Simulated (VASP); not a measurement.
A run of VASP 6.6.1 is set up as follows.

File INCAR:

```
SYSTEM = Mg7Cl
  PREC = Accurate
  ENCUT = 600
  EDIFF = 1E-6
  ISMEAR = 0
  SIGMA = 0.1
  LREAL = .FALSE.
  LASPH = .TRUE.
  NELM = 100
  ALGO = Normal
  ISIF = 3
  LWAVE = .FALSE.
  LCHARG = .FALSE.
  GGA = PE
  IBRION = 2
  NSW = 90
  EDIFFG = -0.04
```

File KPOINTS:

```
Automatic mesh
0
G
  4 4 4
  0 0 0
```

The input POSCAR:

```
Mg7Cl
1.0
    0.0000000000      4.1108645400      4.1108645400
    4.1108645400      0.0000000000      4.1108645400
    4.1108645400      4.1108645400      0.0000000000
Mg Cl
7 1
Direct
    0.5000000000      0.0000000000      0.0000000000
    0.0000000000      0.5000000000      0.5000000000
    0.0000000000      0.5000000000      0.0000000000
    0.5000000000      0.0000000000      0.5000000000
    0.0000000000      0.0000000000      0.5000000000
    0.5000000000      0.5000000000      0.0000000000
    0.5000000000      0.5000000000      0.5000000000
    0.0000000000      0.0000000000      0.0000000000
```

Potentials or basis: VASP PAW PBE potentials, release 64 (Mg, Cl).

Command:

```console
$ cat potpaw_PBE.64/Mg/POTCAR potpaw_PBE.64/Cl/POTCAR > POTCAR
$ mpirun -np 1 vasp_std > vasp.out
```

Question: Estimate the relaxed cell.

Answer: a = 6.408 Å, b = 6.408 Å, c = 6.408 Å, α = 60.00°, β = 60.00°, γ = 60.00°.

Question: What does it give for the space group after relaxing (to 0.05 Å)?

Answer: Fm-3m (No. 225).

Question: What does it give for the relaxed volume?

Answer: 23.26 Å³/atom.

Final structure:
```yaml
crystal:
  lattice:
    - [0.00000, 4.53105, 4.53105]
    - [4.53105, 0.00000, 4.53105]
    - [4.53105, 4.53105, 0.00000]
  atoms:
    - { symbol: Mg, position: [0.50000, 0.00000, 0.00000] }
    - { symbol: Mg, position: [0.00000, 0.50000, 0.50000] }
    - { symbol: Mg, position: [0.00000, 0.50000, 0.00000] }
    - { symbol: Mg, position: [0.50000, 0.00000, 0.50000] }
    - { symbol: Mg, position: [0.00000, 0.00000, 0.50000] }
    - { symbol: Mg, position: [0.50000, 0.50000, 0.00000] }
    - { symbol: Mg, position: [0.50000, 0.50000, 0.50000] }
    - { symbol: Cl, position: [0.00000, 0.00000, 0.00000] }
```

Caveat: the volume moved by over 15 % at a fixed basis, so the end points are rough; an odd number of electrons without spin polarisation forces a metal; a magnetic or distorted state may lie lower.
